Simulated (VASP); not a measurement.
# In2Sb3 (Pm-3m) in VASP: a series of runs

Runs on In2Sb3. Level: PBE. Tasks: single point.

Everything below comes from runs of VASP 6.6.1. Logs are shortened: lines on timing, memory, paths and dates and some standing lists are left out, and cuts for length are marked.

## Step 1: The cell of the first run

It takes space group Pm-3m (No. 221, cubic). The conventional cell has a = 5.404 Å, b = 5.404 Å, c = 5.404 Å, α = 90.00°, β = 90.00°, γ = 90.00°. Within 3.6 Å of In (site symmetry m-3m) lie 6 Sb at 2.70 Å. Within 5.0 Å of In (site symmetry m-3m) lie 12 Sb at 3.82 Å and 8 In at 4.68 Å. Within 3.6 Å of Sb (site symmetry 4/mmm) lie 2 In at 2.70 Å.

## Step 2: Single point, PBE

INCAR

```
PREC = Accurate
ENCUT = 520
EDIFF = 1E-6
ISMEAR = 0
SIGMA = 0.1
LREAL = F
LASPH = T
NELM = 60
ALGO = Normal
ISIF = 2
LWAVE = F
LCHARG = F
GGA = PE
NBANDS = 28
```

KPOINTS

```
regular mesh
0
Gamma
  4 4 4
```

POSCAR

```
In2Sb3
1.0
    5.4043677200      0.0000000000      0.0000000000
    0.0000000000      5.4043677200      0.0000000000
    0.0000000000      0.0000000000      5.4043677200
In Sb
2 3
Direct
    0.0000000000      0.0000000000      0.0000000000
    0.5000000000      0.5000000000      0.5000000000
    0.5000000000      0.0000000000      0.0000000000
    0.0000000000      0.5000000000      0.0000000000
    0.0000000000      0.0000000000      0.5000000000
```

Potentials or basis: VASP PAW PBE potentials, release 64 (In_d, Sb).

On the command line:

```sh
> cat potpaw_PBE.64/In_d/POTCAR potpaw_PBE.64/Sb/POTCAR > POTCAR
> mpirun -np 1 vasp_std > vasp.out
```

OUTCAR:

```text
PREC = Accurate
   ENCUT = 520
   EDIFF = 1E-6
   ISMEAR = 0
   LREAL = F
   LASPH = T
   NELM = 60
   ISIF = 2
   GGA = PE

 ion  position               nearest neighbor table
   1  0.000  0.000  0.000-   3 2.70   4 2.70   5 2.70   5 2.70   4 2.70   3 2.70
   2  0.500  0.500  0.500-   3 3.82   4 3.82   5 3.82   3 3.82   4 3.82   3 3.82   5 3.82   3 3.82
                             4 3.82   5 3.82   4 3.82   5 3.82
   3  0.500  0.000  0.000-   1 2.70   1 2.70   2 3.82   2 3.82   2 3.82   2 3.82
   4  0.000  0.500  0.000-   1 2.70   1 2.70   2 3.82   2 3.82   2 3.82   2 3.82
   5  0.000  0.000  0.500-   1 2.70   1 2.70   2 3.82   2 3.82   2 3.82   2 3.82

  LATTYP: Found a simple cubic cell.
 ALAT       =     5.4043677200

  Lattice vectors:

 A1 = (   5.4043677200,   0.0000000000,   0.0000000000)
 A2 = (   0.0000000000,   5.4043677200,   0.0000000000)
 A3 = (   0.0000000000,   0.0000000000,   5.4043677200)

Analysis of symmetry for initial positions (statically):
=====================================================================
 Subroutine PRICEL returns:
 Original cell was already a primitive cell.

 Routine SETGRP: Setting up the symmetry group for a
 simple cubic supercell.

 Subroutine GETGRP returns: Found 48 space group operations
 (whereof 48 operations were pure point group operations)
 out of a pool of 48 trial point group operations.

The static configuration has the point symmetry O_h .

Analysis of symmetry for dynamics (positions and initial velocities):
=====================================================================
 Subroutine PRICEL returns:
 Original cell was already a primitive cell.

 Routine SETGRP: Setting up the symmetry group for a
 simple cubic supercell.

 Subroutine GETGRP returns: Found 48 space group operations
 (whereof 48 operations were pure point group operations)
 out of a pool of 48 trial point group operations.

The dynamic configuration has the point symmetry O_h .

 Subroutine INISYM returns: Found 48 space group operations
 (whereof 48 operations are pure point group operations),
 and found     1 'primitive' translations

----------------------------------------------------------------------------------------

                                     Primitive cell

  volume of cell :     157.8464

[... 78 lines left out ...]
   NELM   =     60;   NELMIN=  2; NELMDL= -5     # of ELM steps
   EDIFF  = 0.1E-05   stopping-criterion for ELM
   LREAL  =      F    real-space projection
   EDIFFG = 0.1E-04   stopping-criterion for IOM
   NSW    =      0    number of steps for IOM
   IBRION =     -1    ionic relax: 0-MD 1-quasi-New 2-CG
   NFREE  =      0    steps in history (QN), initial steepest desc. (CG)
   ISIF   =      2    stress and relaxation
   ISYM   =      2    0-nonsym 1-usesym 2-fastsym
   POTIM  = 0.5000    time-step for ionic-motion
   TEBEG  =    0.0;   TEEND  =   0.0 temperature during run
   PSTRESS=    0.0 pullay stress
   NELECT =      41.0000    total number of electrons
   NUPDOWN=      -1.0000    fix difference up-down
   EMIN   =  10.00;   EMAX   =-10.00  energy-range for DOS
   EFERMI =   0.00;   METHOD = LEGACY
   ISMEAR =     0;   SIGMA  =   0.10  broadening in eV -4-tet -1-fermi 0-gaus
   EFERMI_NEDOS =   21; number of points for ismear=-14 and -15
   IALGO  =     38    algorithm
   IMIX   =      4    mixing-type and parameters
     AMIX     =   0.40;   BMIX     =  1.00
     AMIX_MAG =   1.60;   BMIX_MAG =  1.00
  volume/ion in A,a.u.               =      31.57       213.04
  Fermi-wavevector in a.u.,A,eV,Ry     =   1.044539  1.973892 14.844789  1.091061
  Thomas-Fermi vector in A             =   2.179296
   LORBIT       =      0    0 simple, 1 ext, 2 COOP (PROOUT), +10 PAW based schemes
   GGA     = PE    functional components
   LHFCALC =     F    Hartree Fock is set to
   AEXX    =    0.0000 exact exchange contribution
   IVDW    =     0    specifies the selected vdW correction
   LEPSILON=     F    determine dielectric tensor
   LRPA    =     F    only Hartree local field effects (RPA)
 non-spin polarized calculation
 Gauss-broadening in eV      SIGMA  =   0.10
  energy-cutoff  :      520.00
  volume of cell :      157.85
 maximum number of plane-waves:      4272
   NGX = 21   NGY = 21   NGZ = 21

 number of electron      40.9999979 magnetization

 Free energy of the ion-electron system (eV)
  ---------------------------------------------------
  ext. energy  EPLUGINS =         0.00000000
  ---------------------------------------------------
  free energy    TOTEN  =       -14.16972921 eV

  energy without entropy =      -14.13630151  energy(sigma->0) =      -14.15301536

 E-fermi :   5.6775     XC(G=0):  -9.3151

 val. band max:        5.6579427371   @ k =   0.5000   0.2500   0.0000
 cond. band min:       5.6830406469   @ k =   0.5000   0.2500   0.0000
 fundamental gap:      0.0250979098
 Fermi energy:         5.6775047016

 k-point     1 :       0.0000    0.0000    0.0000
  band No.  band energies     occupation
      1      -9.1760      2.00000
      2      -9.1760      2.00000
      3      -8.8788      2.00000
      4      -8.8788      2.00000
      5      -8.8788      2.00000
      6      -8.3387      2.00000
[... 299 lines left out ...]
     27      10.5347      0.00000
     28      10.5347      0.00000

------------------------ aborting loop because EDIFF is reached ----------------------------------------

  FORCE on cell =-STRESS in cart. coord.  units (eV):
  Direction    XX          YY          ZZ          XY          YZ          ZX
  --------------------------------------------------------------------------------------
  -------------------------------------------------------------------------------------
  Total        5.8883571      5.8883571      5.8883571      0.0000000      0.0000000     -0.0000000
  in kB       59.7681822     59.7681822     59.7681822      0.0000000      0.0000000     -0.0000000
  external PRESSURE =      59.7681822 kB  Pullay stress =       0.0000000 kB

 VOLUME and BASIS-vectors are now :
 -----------------------------------------------------------------------------
  energy-cutoff  :      520.00
  volume of cell :      157.85
      direct lattice vectors                 reciprocal lattice vectors
     5.404367720  0.000000000  0.000000000     0.185035522  0.000000000  0.000000000
     0.000000000  5.404367720  0.000000000     0.000000000  0.185035522  0.000000000
     0.000000000  0.000000000  5.404367720     0.000000000  0.000000000  0.185035522

 POSITION                                       TOTAL-FORCE (eV/Angst)
 -----------------------------------------------------------------------------------
      0.00000      0.00000      0.00000         0.000000      0.000000      0.000000
      2.70218      2.70218      2.70218         0.000000      0.000000      0.000000
      2.70218      0.00000      0.00000         0.000000      0.000000      0.000000
      0.00000      2.70218      0.00000         0.000000      0.000000      0.000000
      0.00000      0.00000      2.70218         0.000000      0.000000      0.000000
 -----------------------------------------------------------------------------------
    total drift:                               -0.000000      0.000000     -0.000000

  FREE ENERGIE OF THE ION-ELECTRON SYSTEM (eV)
  ---------------------------------------------------
  free  energy   TOTEN  =       -14.1697292116 eV

  energy  without entropy=      -14.1363015064  energy(sigma->0) =      -14.15301536
```

OSZICAR:

```text
N       E                     dE             d eps       ncg     rms          rms(c)
DAV:   1     0.329349752996E+03    0.32935E+03   -0.16759E+04   560   0.142E+03
DAV:   2     0.174155148417E+02   -0.31193E+03   -0.30595E+03   592   0.357E+02
DAV:   3    -0.130879754347E+02   -0.30503E+02   -0.29873E+02   712   0.127E+02
DAV:   4    -0.142969003710E+02   -0.12089E+01   -0.12064E+01   640   0.268E+01
DAV:   5    -0.143674760417E+02   -0.70576E-01   -0.70567E-01   880   0.621E+00    0.636E+00
DAV:   6    -0.142084947507E+02    0.15898E+00   -0.19750E-01   656   0.431E+00    0.340E+00
DAV:   7    -0.141706506198E+02    0.37844E-01   -0.12285E-01   668   0.251E+00    0.476E-01
DAV:   8    -0.141696839030E+02    0.96672E-03   -0.16001E-02   616   0.102E+00    0.198E-01
DAV:   9    -0.141697284315E+02   -0.44529E-04   -0.88546E-04   792   0.200E-01    0.124E-01
DAV:  10    -0.141697271136E+02    0.13180E-05   -0.13670E-04   680   0.970E-02    0.422E-02
DAV:  11    -0.141697306706E+02   -0.35570E-05   -0.18557E-05   684   0.436E-02    0.870E-03
DAV:  12    -0.141697294214E+02    0.12492E-05   -0.13384E-06   376   0.867E-03    0.410E-03
DAV:  13    -0.141697292116E+02    0.20980E-06   -0.39259E-07   308   0.410E-03
   1 F= -.14169729E+02 E0= -.14153015E+02  d E =-.334277E-01
```

stdout:

```text
POSCAR found type information on POSCAR InSb
 POSCAR found :  2 types and       5 ions
 scaLAPACK will be used
 LDA part: xc-table for (Slater+PW92), standard interpolation
 POSCAR, INCAR and KPOINTS ok, starting setup
 FFT: planning ... GRIDC
 FFT: planning ... GRID_SOFT
 FFT: planning ... GRID
 WAVECAR not read
 entering main loop
```

Run time: 17 s. Hardware: 1 thread of Intel Xeon 6975P-C (Granite Rapids), shared host; peak memory 0.25 GiB.

Results:

```
Free energy : -14.1697 eV
Pressure    : 6.0 GPa
```

Caveat: spin-orbit coupling is left out, which moves the levels of the heavy elements.

## Step 3: Single point, PBE

This run uses another cell than the first one, of 36.50 Å³/atom, 1.156 times its volume.

INCAR

```
SYSTEM = In2Sb3
PREC = Accurate
ENCUT = 520
EDIFF = 1E-7
ISMEAR = 0
SIGMA = 0.1
LREAL = .False.
LASPH = .True.
NELM = 100
ALGO = Normal
ISIF = 2
LWAVE = .False.
LCHARG = .False.
GGA = PE
NBANDS = 28
```

KPOINTS

```
regular mesh
0
Gamma
  4 4 4
  0 0 0
```

Changes to POSCAR since step 2:

```diff
@@ -2,5 +2,5 @@
 1.0
-    5.4043677200      0.0000000000      0.0000000000
-    0.0000000000      5.4043677200      0.0000000000
-    0.0000000000      0.0000000000      5.4043677200
+    5.6724091442      0.0000000000      0.0000000000
+    0.0000000000      5.6724091442      0.0000000000
+    0.0000000000      0.0000000000      5.6724091442
 In Sb
```

Potentials or basis: VASP PAW PBE potentials, release 64 (In_d, Sb).

On the command line:

```sh
> cat potpaw_PBE.64/In_d/POTCAR potpaw_PBE.64/Sb/POTCAR > POTCAR
> mpirun -np 1 vasp_std > vasp.out
```

Wall time 22 s (1 thread of Intel Xeon 6975P-C (Granite Rapids), shared host); peak memory 0.27 GiB.

The run converged. Its results:

* Free energy: -14.5637 eV
* Pressure: -0.2 GPa

Levels at points of the mesh, in eV from the Fermi level:
| k point | band 18 | band 19 | band 20 | band 21 | band 22 | band 23 |
| --- | --- | --- | --- | --- | --- | --- |
| (0.00, 0.00, 0.00) | -1.25 | 0.20 | 0.20 | 0.20 | 0.25 | 0.25 |
| (0.50, 0.00, 0.00) | -0.92 | -0.92 | -0.36 | 0.06 | 0.53 | 0.53 |
| (0.50, 0.50, 0.00) | -1.09 | -0.89 | -0.52 | -0.52 | 1.14 | 1.78 |
| (0.50, 0.50, 0.50) | -2.61 | 1.19 | 1.19 | 1.82 | 1.82 | 1.82 |

Caveat: spin-orbit coupling is left out, which moves the levels of the heavy elements.

## Step 4: Single point, PBE

This run uses another cell than the first one, of 36.62 Å³/atom, 1.160 times its volume.

INCAR

```
PREC = Accurate ; ENCUT = 520
EDIFF = 1E-6 ; ISMEAR = 0
SIGMA = 0.1 ; LREAL = False
LASPH = True ; NELM = 60
ALGO = Normal ; ISIF = 2
LWAVE = False ; LCHARG = False
GGA = PE ; NBANDS = 28
```

KPOINTS

```
Automatic mesh
0
Gamma
  8 8 8
```

Changes to POSCAR since step 3:

```diff
@@ -2,5 +2,5 @@
 1.0
-    5.6724091442      0.0000000000      0.0000000000
-    0.0000000000      5.6724091442      0.0000000000
-    0.0000000000      0.0000000000      5.6724091442
+    5.6785256147      0.0000000000      0.0000000000
+    0.0000000000      5.6785256147      0.0000000000
+    0.0000000000      0.0000000000      5.6785256147
 In Sb
```

Potentials or basis: VASP PAW PBE potentials, release 64 (In_d, Sb).

On the command line:

```sh
> cat potpaw_PBE.64/In_d/POTCAR potpaw_PBE.64/Sb/POTCAR > POTCAR
> mpirun -np 1 vasp_std > vasp.out
```

OUTCAR:

```text
PREC = Accurate
   ENCUT = 520
   EDIFF = 1E-6
   ISMEAR = 0
   LREAL = False
   LASPH = True
   NELM = 60
   ISIF = 2
   GGA = PE

 ion  position               nearest neighbor table
   1  0.000  0.000  0.000-   3 2.84   4 2.84   5 2.84   5 2.84   4 2.84   3 2.84
   2  0.500  0.500  0.500-
   3  0.500  0.000  0.000-   1 2.84   1 2.84
   4  0.000  0.500  0.000-   1 2.84   1 2.84
   5  0.000  0.000  0.500-   1 2.84   1 2.84

  LATTYP: Found a simple cubic cell.
 ALAT       =     5.6785256147

  Lattice vectors:

 A1 = (   5.6785256147,   0.0000000000,   0.0000000000)
 A2 = (   0.0000000000,   5.6785256147,   0.0000000000)
 A3 = (   0.0000000000,   0.0000000000,   5.6785256147)

Analysis of symmetry for initial positions (statically):
=====================================================================
 Subroutine PRICEL returns:
 Original cell was already a primitive cell.

 Routine SETGRP: Setting up the symmetry group for a
 simple cubic supercell.

 Subroutine GETGRP returns: Found 48 space group operations
 (whereof 48 operations were pure point group operations)
 out of a pool of 48 trial point group operations.

The static configuration has the point symmetry O_h .

Analysis of symmetry for dynamics (positions and initial velocities):
=====================================================================
 Subroutine PRICEL returns:
 Original cell was already a primitive cell.

 Routine SETGRP: Setting up the symmetry group for a
 simple cubic supercell.

 Subroutine GETGRP returns: Found 48 space group operations
 (whereof 48 operations were pure point group operations)
 out of a pool of 48 trial point group operations.

The dynamic configuration has the point symmetry O_h .

 Subroutine INISYM returns: Found 48 space group operations
 (whereof 48 operations are pure point group operations),
 and found     1 'primitive' translations

[... 121 lines left out ...]
  volume/ion in A,a.u.               =      36.62       247.13
  Fermi-wavevector in a.u.,A,eV,Ry     =   0.994109  1.878593 13.445985  0.988252
  Thomas-Fermi vector in A             =   2.126037
   LORBIT       =      0    0 simple, 1 ext, 2 COOP (PROOUT), +10 PAW based schemes
   GGA     = PE    functional components
   LHFCALC =     F    Hartree Fock is set to
   AEXX    =    0.0000 exact exchange contribution
   IVDW    =     0    specifies the selected vdW correction
   LEPSILON=     F    determine dielectric tensor
   LRPA    =     F    only Hartree local field effects (RPA)
 non-spin polarized calculation
 Gauss-broadening in eV      SIGMA  =   0.10
  energy-cutoff  :      520.00
  volume of cell :      183.11
 maximum number of plane-waves:      4956
   NGX = 21   NGY = 21   NGZ = 21

 number of electron      40.9999978 magnetization

 Free energy of the ion-electron system (eV)
  ---------------------------------------------------
  ext. energy  EPLUGINS =         0.00000000
  ---------------------------------------------------
  free energy    TOTEN  =       -14.41876550 eV

  energy without entropy =      -14.39075331  energy(sigma->0) =      -14.40475941

 E-fermi :   4.4356     XC(G=0):  -8.6825

 val. band max:        4.4166921947   @ k =   0.1250   0.1250   0.0000
 cond. band min:       4.4425704797   @ k =   0.5000   0.1250   0.0000
 fundamental gap:      0.0258782849
 Fermi energy:         4.4355588074

 k-point     1 :       0.0000    0.0000    0.0000
  band No.  band energies     occupation
      1     -10.3325      2.00000
      2     -10.3325      2.00000
      3     -10.1342      2.00000
      4     -10.1342      2.00000
      5     -10.1342      2.00000
      6      -9.7904      2.00000
[... 733 lines left out ...]
     27       8.4795      0.00000
     28       8.9067      0.00000

 [... further k-points ...]

------------------------ aborting loop because EDIFF is reached ----------------------------------------

  FORCE on cell =-STRESS in cart. coord.  units (eV):
  Direction    XX          YY          ZZ          XY          YZ          ZX
  --------------------------------------------------------------------------------------
  -------------------------------------------------------------------------------------
  Total       -0.0302777     -0.0302777     -0.0302777     -0.0000000      0.0000000     -0.0000000
  in kB       -0.2649275     -0.2649275     -0.2649275     -0.0000000      0.0000000     -0.0000000
  external PRESSURE =      -0.2649275 kB  Pullay stress =       0.0000000 kB

 VOLUME and BASIS-vectors are now :
 -----------------------------------------------------------------------------
  energy-cutoff  :      520.00
  volume of cell :      183.11
      direct lattice vectors                 reciprocal lattice vectors
     5.678525615  0.000000000  0.000000000     0.176102050  0.000000000  0.000000000
     0.000000000  5.678525615  0.000000000     0.000000000  0.176102050  0.000000000
     0.000000000  0.000000000  5.678525615     0.000000000  0.000000000  0.176102050

 POSITION                                       TOTAL-FORCE (eV/Angst)
 -----------------------------------------------------------------------------------
      0.00000      0.00000      0.00000         0.000000      0.000000      0.000000
      2.83926      2.83926      2.83926         0.000000      0.000000      0.000000
      2.83926      0.00000      0.00000         0.000000      0.000000      0.000000
      0.00000      2.83926      0.00000         0.000000      0.000000      0.000000
      0.00000      0.00000      2.83926         0.000000      0.000000      0.000000
 -----------------------------------------------------------------------------------
    total drift:                                0.000000      0.000000     -0.000000

  FREE ENERGIE OF THE ION-ELECTRON SYSTEM (eV)
  ---------------------------------------------------
  free  energy   TOTEN  =       -14.4187655017 eV

  energy  without entropy=      -14.3907533101  energy(sigma->0) =      -14.40475941
```

stdout:

```text
POSCAR found type information on POSCAR InSb
 POSCAR found :  2 types and       5 ions
 scaLAPACK will be used
 LDA part: xc-table for (Slater+PW92), standard interpolation
 POSCAR, INCAR and KPOINTS ok, starting setup
 FFT: planning ... GRIDC
 FFT: planning ... GRID_SOFT
 FFT: planning ... GRID
 WAVECAR not read
 entering main loop
```

It took 63 s on 1 thread of Intel Xeon 6975P-C (Granite Rapids), shared host; peak memory 0.35 GiB.

Results:

```
Free energy : -14.4188 eV
Pressure    : 0.0 GPa
```

Levels at points of the mesh, in eV from the Fermi level:
| k point | band 18 | band 19 | band 20 | band 21 | band 22 | band 23 |
| --- | --- | --- | --- | --- | --- | --- |
| (0.00, 0.00, 0.00) | -1.43 | 0.07 | 0.07 | 0.07 | 0.13 | 0.13 |
| (0.50, 0.00, 0.00) | -1.03 | -1.03 | -0.48 | -0.07 | 0.40 | 0.40 |
| (0.50, 0.50, 0.00) | -1.21 | -1.01 | -0.65 | -0.65 | 0.98 | 1.65 |
| (0.50, 0.50, 0.50) | -2.72 | 1.03 | 1.03 | 1.69 | 1.69 | 1.69 |

Caveat: spin-orbit coupling is left out, which moves the levels of the heavy elements.

## Step 5: Summary

```csv
cell,k mesh,gap on the mesh (eV),pressure (GPa)
"a = 5.404 Å, 5 atoms",4 × 4 × 4,none,6.0
"a = 5.672 Å, 5 atoms",4 × 4 × 4,none,-0.2
"a = 5.679 Å, 5 atoms",8 × 8 × 8,none,0.0
```

Alike in all rows: task single point; level PBE; potentials or basis VASP PAW PBE potentials, release 64 (In_d, Sb); no spin polarisation; cutoff (eV) 520; smearing gaussian 0.1 eV.

Caveats: spin-orbit coupling is left out, which moves the levels of the heavy elements.

Total energies depend on the potentials used, so only differences within one code and one set of settings carry meaning.
